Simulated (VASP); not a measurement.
A run of VASP 6.6.1 is set up as follows.

The input INCAR:

```
SYSTEM = SnO2
PREC = Accurate
ENCUT = 520
EDIFF = 1E-6
ISMEAR = 0
SIGMA = 0.05
LREAL = .FALSE.
LASPH = .TRUE.
NELM = 100
ALGO = Normal
ISIF = 2
LWAVE = .FALSE.
LCHARG = .TRUE.
GGA = PS
LELF = .TRUE.
LVHAR = .TRUE.
NBANDS = 20
```

Contents of KPOINTS:

```
regular mesh
0
G
  12 12 12
  0 0 0
```

Contents of POSCAR:

```
SnO2
1.0
    1.5519000000      0.8959898828      4.6455666667
   -1.5519000000      0.8959898828      4.6455666667
    0.0000000000     -1.7919797655      4.6455666667
Sn O
1 2
Direct
    0.5000000000      0.5000000000      0.5000000000
    0.2414378084      0.2414378084      0.2414378084
    0.7585621916      0.7585621916      0.7585621916
```

Potentials or basis: VASP PAW PBE potentials, release 64 (Sn_d, O).

Launch:

```bash
$ cat potpaw_PBE.64/Sn_d/POTCAR potpaw_PBE.64/O/POTCAR > POTCAR
$ mpirun -np 1 vasp_std > vasp.out
```

**Question.** Estimate the largest force.

**Answer.** 0.085 eV/Å.

**Question.** What does it give for the pressure?

**Answer.** 9.7 GPa.

**Question.** Predict the band gap on the k mesh.

**Answer.** 2.45 eV (least direct gap 2.59 eV).

Forces on the atoms (eV/Å):
```
Sn   0.000  0.000  0.000
O    0.000  0.000  0.085
O    0.000  0.000 -0.085
```

Caveat: the cell stands under pressure; the PAW data sets were made with another functional, which shifts forces and pressure a little; spin-orbit coupling is left out, which moves the levels of the heavy elements. A k mesh can miss the band edges.
